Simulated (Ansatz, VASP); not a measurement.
## One calculation of SiC, two programs

POSCAR

```
SiC
1.0
    3.1373348780      0.0825119073      0.0000000000
   -1.4972100311      2.6757557509      0.0000000000
    0.0000000000      0.0000000000      4.9327210893
Si C
2 2
Direct
    0.3352102423      0.6664110358      0.2500000000
    0.6647897577      0.3335889642      0.7500000000
    0.6783318841      0.3321982238      0.2500000000
    0.3216681159      0.6678017762      0.7500000000
```

The input INCAR.step1:

```
  PREC = Accurate
  ENCUT = 660
  ISMEAR = -1
  SIGMA = 0.02
  LREAL = False
  LASPH = True
  NELM = 120
  NBANDS = 16
  GGA = PE
  ALGO = Normal
  EDIFF = 1E-5
  LWAVE = True
  LCHARG = False
  GGA_COMPAT = False
```

Contents of INCAR.step2:

```
  PREC = Accurate
  ENCUT = 660
  EDIFF = 1E-6
  ISMEAR = -1
  SIGMA = 0.02
  LREAL = False
  LASPH = True
  NELM = 120
  ALGO = Normal
  ISIF = 2
  LWAVE = False
  LCHARG = True
  METAGGA = R2SCAN
  LMIXTAU = True
  LELF = True
  LVHAR = True
  NBANDS = 16
  ISTART = 1
  GGA_COMPAT = False
```

KPOINTS

```
regular mesh
0
Gamma
  12 12 6
```

Input for Ansatz:

```yaml
crystal:
  lattice:
    - [3.137334878, 0.0825119073, 0.0]
    - [-1.4972100311, 2.6757557509, 0.0]
    - [0.0, 0.0, 4.9327210893]
  atoms:
    - { symbol: Si, position: [0.3352102423, 0.6664110358, 0.25] }
    - { symbol: Si, position: [0.6647897577, 0.3335889642, 0.75] }
    - { symbol: C, position: [0.6783318841, 0.3321982238, 0.25] }
    - { symbol: C, position: [0.3216681159, 0.6678017762, 0.75] }
kpoints:
  mp_grid: { grid: [12, 12, 6] }
  band_path:
    path:
      - [0.0, 0.0, 0.0]
      - [0.5, 0.0, 0.0]
      - [0.3333333333, 0.3333333333, 0.0]
      - [0.0, 0.0, 0.5]
      - [0.5, 0.0, 0.5]
      - [0.3333333333, 0.3333333333, 0.5]
      - [0.5, 0.5, 0.0]
    npoints: 1
hamiltonian:
  xc: r2scan
scf:
  occupations: { method: fermi_dirac, width: 0.02 }
  n_extra_bands: 5
output:
  forces: true
  stress: true
  eigenvalues: true
  write_density: true
  write_potential: true
  elf: true
  volumetric_format: npy
```

Change from the starting cell: shear_xy strain +5.3%.

Alike in both runs: task single point; functional r2SCAN; k mesh 12 × 12 × 6; occupations fermi-dirac, width 0.02 eV; no spin polarisation.

|  | VASP | Ansatz |
| --- | --- | --- |
| version | VASP 6.6.1 | Ansatz 0.2.0 |
| potentials or method | VASP PAW PBE potentials, release 64 (Si, C) | plane waves, PAW |
| plane-wave cutoff (eV) | 660 | 500 |
| valence electrons in the cell | 16 | 16 |

|  | VASP | Ansatz | Ansatz less VASP |
| --- | --- | --- | --- |
| pressure (GPa) | -0.3 | 0.1 | +0.43 |
| traceless stress, the component that is largest in VASP (GPa) | -10.22 | -10.12 | +0.103 |

VASP's potentials were made for PBE, not for r2SCAN.
